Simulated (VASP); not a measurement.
# LaB6 (P1) in VASP: single point with PBE

Aim: the single point of LaB6 with PBE.

All numbers are computed with VASP 6.6.1; they aren't measurements. Logs are shortened: lines on timing, memory, paths and dates and some standing lists are left out, and cuts for length are marked.

### Step 1. The cell of the first run

The typed cell holds 7 atoms: a = 4.137 Å, b = 4.137 Å, c = 4.137 Å, α = 90.00°, β = 90.00°, γ = 90.00°.

### Step 2. Single point, PBE

The input, INCAR:

```
SYSTEM = LaB6
PREC = Accurate
ENCUT = 520
EDIFF = 1E-6
ISMEAR = 0
SIGMA = 0.1
LREAL = .False.
LASPH = .True.
NELM = 100
ALGO = Normal
ISIF = 2
LWAVE = .False.
LCHARG = .False.
GGA = PE
NBANDS = 24
```

The input, KPOINTS:

```
Automatic mesh
0
Gamma
  4 4 4
  0 0 0
```

The input, POSCAR:

```
LaB6
1.0
    4.1374420000      0.0000000000      0.0000000000
    0.0000000000      4.1374420000      0.0000000000
    0.0000000000      0.0000000000      4.1374420000
La B
1 6
Direct
   -0.0071244503     -0.0012191107      0.0001875555
    0.5200210662      0.4951699625      0.2108955243
    0.5171318414      0.5075846380      0.8023960215
    0.2199407267      0.5068525432      0.5124770329
    0.8101119001      0.5081417456      0.5072660837
    0.5149884881      0.2078815848      0.4975047384
    0.5239290363      0.8001663830      0.4971013491
```

Potentials or basis: VASP PAW PBE potentials, release 64 (La, B).

Command:

```sh
cat potpaw_PBE.64/La/POTCAR potpaw_PBE.64/B/POTCAR > POTCAR
mpirun -np 1 vasp_std > vasp.out
```

OUTCAR:

```text
SYSTEM = LaB6
   PREC = Accurate
   ENCUT = 520
   EDIFF = 1E-6
   ISMEAR = 0
   LREAL = .False.
   LASPH = .True.
   NELM = 100
   ISIF = 2
   GGA = PE

 ion  position               nearest neighbor table
   1  0.993  0.999  0.000-
   2  0.520  0.495  0.211-   6 1.68   3 1.69   5 1.72   7 1.73   4 1.76
   3  0.517  0.508  0.802-   2 1.69   4 1.72   5 1.72   7 1.75   6 1.77
   4  0.220  0.507  0.512-   5 1.70   3 1.72   6 1.74   7 1.75   2 1.76
   5  0.810  0.508  0.507-   7 1.69   4 1.70   2 1.72   3 1.72   6 1.74
   6  0.515  0.208  0.498-   2 1.68   7 1.69   4 1.74   5 1.74   3 1.77
   7  0.524  0.800  0.497-   6 1.69   5 1.69   2 1.73   4 1.75   3 1.75

  LATTYP: Found a simple cubic cell.
 ALAT       =     4.1374420000

  Lattice vectors:

 A1 = (   4.1374420000,   0.0000000000,   0.0000000000)
 A2 = (   0.0000000000,   4.1374420000,   0.0000000000)
 A3 = (   0.0000000000,   0.0000000000,   4.1374420000)

Analysis of symmetry for initial positions (statically):
=====================================================================
 Subroutine PRICEL returns:
 Original cell was already a primitive cell.

 Routine SETGRP: Setting up the symmetry group for a
 simple cubic supercell.

 Subroutine GETGRP returns: Found  1 space group operations
 (whereof  1 operations were pure point group operations)
 out of a pool of 48 trial point group operations.

The static configuration has the point symmetry C_1 .

Analysis of symmetry for dynamics (positions and initial velocities):
=====================================================================
 Subroutine PRICEL returns:
 Original cell was already a primitive cell.

 Routine SETGRP: Setting up the symmetry group for a
 simple cubic supercell.

 Subroutine GETGRP returns: Found  1 space group operations
 (whereof  1 operations were pure point group operations)
 out of a pool of 48 trial point group operations.

The dynamic configuration has the point symmetry C_1 .

 Subroutine INISYM returns: Found  1 space group operations
 (whereof  1 operations are pure point group operations),
 and found     1 'primitive' translations

----------------------------------------------------------------------------------------

                                     Primitive cell

  volume of cell :      70.8265

  direct lattice vectors                    reciprocal lattice vectors
     4.137442000  0.000000000  0.000000000     0.241695231  0.000000000  0.000000000
     0.000000000  4.137442000  0.000000000     0.000000000  0.241695231  0.000000000
     0.000000000  0.000000000  4.137442000     0.000000000  0.000000000  0.241695231

  length of vectors
     4.137442000  4.137442000  4.137442000     0.241695231  0.241695231  0.241695231

  position of ions in fractional coordinates (direct lattice)
     0.992875550  0.998780889  0.000187555
     0.520021066  0.495169963  0.210895524
     0.517131841  0.507584638  0.802396022
     0.219940727  0.506852543  0.512477033
     0.810111900  0.508141746  0.507266084
     0.514988488  0.207881585  0.497504738
     0.523929036  0.800166383  0.497101349

  ion indices of the primitive-cell ions
   primitive index   ion index
                 1           1
                 2           2
                 3           3
                 4           4
                 5           5
                 6           6
                 7           7

----------------------------------------------------------------------------------------

 KPOINTS: Automatic mesh

Automatic generation of k-mesh.
 Grid dimensions read from file:
 generate k-points for:    4    4    4

 Generating k-lattice:

  Cartesian coordinates                     Fractional coordinates (reciprocal lattice)
     0.060423808  0.000000000  0.000000000     0.250000000  0.000000000  0.000000000
     0.000000000  0.060423808  0.000000000     0.000000000  0.250000000  0.000000000
     0.000000000  0.000000000  0.060423808     0.000000000  0.000000000  0.250000000

  Length of vectors
     0.060423808  0.060423808  0.060423808

  Shift w.r.t. Gamma in fractional coordinates (k-lattice)
     0.000000000  0.000000000  0.000000000

 Subroutine IBZKPT returns following result:
 ===========================================

 Found     36 irreducible k-points:

 Following reciprocal coordinates:
            Coordinates               Weight
  0.000000  0.000000  0.000000      1.000000
  0.250000  0.000000  0.000000      2.000000
  0.000000  0.250000  0.000000      2.000000
  0.000000  0.000000  0.250000      2.000000
  0.500000  0.000000  0.000000      1.000000
  0.000000  0.500000  0.000000      1.000000
[... 16 lines left out ...]
  0.250000  0.250000  0.250000      2.000000
 -0.250000  0.250000  0.250000      2.000000
 [... further k-points ...]
   k-points           NKPTS =     36   k-points in BZ     NKDIM =     36   number of bands    NBANDS=     24
   number of dos      NEDOS =    301   number of ions     NIONS =      7
   total plane-waves  NPLWV =  32768
   dimension x,y,z NGX =    32 NGY =   32 NGZ =   32
   dimension x,y,z NGXF=    64 NGYF=   64 NGZF=   64
   ions per type =               1   6
   NGX,Y,Z   is equivalent  to a cutoff of  12.86, 12.86, 12.86 a.u.
   NGXF,Y,Z  is equivalent  to a cutoff of  25.72, 25.72, 25.72 a.u.
 SYSTEM =  LaB6
   PREC   = accura    normal or accurate (medium, high low for compatibility)
   ISTART =      0    job   : 0-new  1-cont  2-samecut
   ICHARG =      2    charge: 1-file 2-atom 10-const
   ISPIN  =      1    spin polarized calculation?
   LNONCOLLINEAR =      F non collinear calculations
   LSORBIT =      F    spin-orbit coupling
   LASPH  =      T    aspherical Exc in radial PAW
   ENCUT  =  520.0 eV  38.22 Ry    6.18 a.u.   7.69  7.69  7.69*2*pi/ulx,y,z
   NELM   =    100;   NELMIN=  2; NELMDL= -5     # of ELM steps
   EDIFF  = 0.1E-05   stopping-criterion for ELM
   LREAL  =      F    real-space projection
   EDIFFG = 0.1E-04   stopping-criterion for IOM
   NSW    =      0    number of steps for IOM
   IBRION =     -1    ionic relax: 0-MD 1-quasi-New 2-CG
   NFREE  =      0    steps in history (QN), initial steepest desc. (CG)
   ISIF   =      2    stress and relaxation
   ISYM   =      2    0-nonsym 1-usesym 2-fastsym
   POTIM  = 0.5000    time-step for ionic-motion
   TEBEG  =    0.0;   TEEND  =   0.0 temperature during run
   PSTRESS=    0.0 pullay stress
   NELECT =      29.0000    total number of electrons
   NUPDOWN=      -1.0000    fix difference up-down
   EMIN   =  10.00;   EMAX   =-10.00  energy-range for DOS
   EFERMI =   0.00;   METHOD = LEGACY
   ISMEAR =     0;   SIGMA  =   0.10  broadening in eV -4-tet -1-fermi 0-gaus
   EFERMI_NEDOS =   21; number of points for ismear=-14 and -15
   IALGO  =     38    algorithm
   IMIX   =      4    mixing-type and parameters
     AMIX     =   0.40;   BMIX     =  1.00
     AMIX_MAG =   1.60;   BMIX_MAG =  1.00
  volume/ion in A,a.u.               =      10.12        68.28
  Fermi-wavevector in a.u.,A,eV,Ry     =   1.215651  2.297247 20.106790  1.477807
  Thomas-Fermi vector in A             =   2.351031
   LORBIT       =      0    0 simple, 1 ext, 2 COOP (PROOUT), +10 PAW based schemes
   GGA     = PE    functional components
   LHFCALC =     F    Hartree Fock is set to
   AEXX    =    0.0000 exact exchange contribution
   IVDW    =     0    specifies the selected vdW correction
   LEPSILON=     F    determine dielectric tensor
   LRPA    =     F    only Hartree local field effects (RPA)
 non-spin polarized calculation
 Gauss-broadening in eV      SIGMA  =   0.10
  energy-cutoff  :      520.00
  volume of cell :       70.83
 maximum number of plane-waves:      1935
 NGX is ok and might be reduce to    32
   NGX = 15   NGY = 15   NGZ = 15

 number of electron      29.0000001 magnetization

 Free energy of the ion-electron system (eV)
  ---------------------------------------------------
  ext. energy  EPLUGINS =         0.00000000
  ---------------------------------------------------
  free energy    TOTEN  =       -48.82304021 eV

  energy without entropy =      -48.80675886  energy(sigma->0) =      -48.81489953

 E-fermi :   8.7416     XC(G=0): -11.2962

 val. band max:        8.7388423615   @ k =   0.0000   0.2500   0.2500
 cond. band min:       8.7676377292   @ k =   0.2500   0.2500   0.0000
 fundamental gap:      0.0287953677
 Fermi energy:         8.7416099133

 k-point     1 :       0.0000    0.0000    0.0000
  band No.  band energies     occupation
      1     -24.3462      2.00000
      2      -8.1041      2.00000
      3      -8.0920      2.00000
      4      -8.0825      2.00000
      5      -7.1783      2.00000
      6       0.6456      2.00000
[... 16 lines left out ...]
     23      10.7510      0.00000
     24      11.8608      0.00000

 k-point     2 :       0.2500    0.0000    0.0000
  band No.  band energies     occupation
      1     -24.3332      2.00000
      2      -8.6111      2.00000
      3      -8.0498      2.00000
      4      -8.0423      2.00000
      5      -6.6492      2.00000
      6      -1.0706      2.00000
[... 16 lines left out ...]
     23      11.2884      0.00000
     24      11.3000      0.00000

 k-point     3 :       0.0000    0.2500    0.0000
  band No.  band energies     occupation
      1     -24.3332      2.00000
      2      -8.6138      2.00000
      3      -8.0484      2.00000
      4      -8.0451      2.00000
      5      -6.6451      2.00000
      6      -1.0936      2.00000
[... 16 lines left out ...]
     23      11.2592      0.00000
     24      11.3557      0.00000
[... 514 lines left out ...]
 k-point    23 :       0.2500    0.2500    0.2500
  band No.  band energies     occupation
      1     -24.3080      2.00000
      2      -8.5116      2.00000
      3      -8.2578      2.00000
      4      -8.2505      2.00000
      5      -6.4850      2.00000
      6      -0.6914      2.00000
[... 16 lines left out ...]
     23      11.2327      0.00000
     24      12.2454      0.00000

 k-point    24 :      -0.2500    0.2500    0.2500
  band No.  band energies     occupation
      1     -24.3080      2.00000
      2      -8.5098      2.00000
      3      -8.2583      2.00000
      4      -8.2521      2.00000
      5      -6.4847      2.00000
      6      -0.6780      2.00000
[... 16 lines left out ...]
     23      11.2379      0.00000
     24      12.1162      0.00000

 [... further k-points ...]

------------------------ aborting loop because EDIFF is reached ----------------------------------------

  FORCE on cell =-STRESS in cart. coord.  units (eV):
  Direction    XX          YY          ZZ          XY          YZ          ZX
  --------------------------------------------------------------------------------------
  -------------------------------------------------------------------------------------
  Total        1.9104806      1.8005140      1.7899584     -0.4335983     -0.5745427      0.3604011
  in kB       43.2172827     40.7297113     40.4909300     -9.8084966    -12.9968213      8.1526902
  external PRESSURE =      41.4793080 kB  Pullay stress =       0.0000000 kB

 VOLUME and BASIS-vectors are now :
 -----------------------------------------------------------------------------
  energy-cutoff  :      520.00
  volume of cell :       70.83
      direct lattice vectors                 reciprocal lattice vectors
     4.137442000  0.000000000  0.000000000     0.241695231  0.000000000  0.000000000
     0.000000000  4.137442000  0.000000000     0.000000000  0.241695231  0.000000000
     0.000000000  0.000000000  4.137442000     0.000000000  0.000000000  0.241695231

 POSITION                                       TOTAL-FORCE (eV/Angst)
 -----------------------------------------------------------------------------------
      4.10797      4.13240      0.00078         0.583202      0.137036      0.075429
      2.15156      2.04874      0.87257        -0.383416      0.563475     -1.584020
      2.13960      2.10010      3.31987        -0.175139     -0.292821      0.998161
      0.90999      2.09707      2.12034        -1.110076     -0.090400     -0.336388
      3.35179      2.10241      2.09878         1.779128     -0.323158      0.015575
      2.13074      0.86010      2.05840        -0.024574     -1.229379      0.500510
      2.16773      3.31064      2.05673        -0.669125      1.235247      0.330732
 -----------------------------------------------------------------------------------
    total drift:                               -0.000551     -0.000115     -0.000037

  FREE ENERGIE OF THE ION-ELECTRON SYSTEM (eV)
  ---------------------------------------------------
  free  energy   TOTEN  =       -48.8230402117 eV

  energy  without entropy=      -48.8067588565  energy(sigma->0) =      -48.81489953
```

It took 37 s on 1 thread of Intel Xeon Platinum 8488C (Sapphire Rapids), shared host; peak memory 0.21 GiB.

Results:

| Property | Result |
| --- | --- |
| Free energy | -48.8230 eV |
| Pressure | 4.1 GPa |
| Largest force | 1.808 eV/Å |

Forces in eV/Å, atoms in the order of the input:
```
La   0.583  0.137  0.075
B   -0.383  0.563 -1.584
B   -0.175 -0.293  0.998
B   -1.110 -0.090 -0.336
B    1.779 -0.323  0.016
B   -0.025 -1.229  0.501
B   -0.669  1.235  0.331
```

Levels at points of the mesh, in eV from the Fermi level:
```
           k point  band 10  band 11  band 12  band 13  band 14  band 15  band 16  band 17  band 18  band 19
(0.00, 0.00, 0.00)    -6.90    -6.82    -2.21    -2.18    -1.97     0.18     0.28     0.31     1.52     1.53
(0.50, 0.00, 0.00)    -6.37    -3.65    -3.57    -3.14    -2.42    -1.77     1.44     1.45     1.60     1.93
(0.00, 0.50, 0.00)    -6.33    -3.68    -3.62    -3.22    -2.38    -1.75     1.42     1.54     1.64     1.91
(0.00, 0.00, 0.50)    -6.34    -3.69    -3.59    -3.19    -2.40    -1.74     1.40     1.52     1.65     1.91
(0.50, 0.50, 0.00)    -6.26    -4.63    -4.52    -2.99    -2.82     0.98     1.06     1.94     1.96     1.97
(0.00, 0.50, 0.50)    -6.25    -4.63    -4.51    -3.01    -2.83     0.97     1.05     1.93     1.97     1.98
(0.50, 0.00, 0.50)    -6.26    -4.61    -4.52    -2.95    -2.82     0.99     1.03     1.94     1.96     1.97
(0.50, 0.50, 0.50)    -4.83    -4.72    -2.62    -2.53    -2.28     1.35     1.75     1.76     1.76     1.77
```

Caveat: the k points lie up to 0.38 Å⁻¹ apart; spin-orbit coupling is left out, which moves the levels of the heavy elements; forces of over 1 eV/Å act on the atoms, so gaps and moduli don't describe the material at rest.
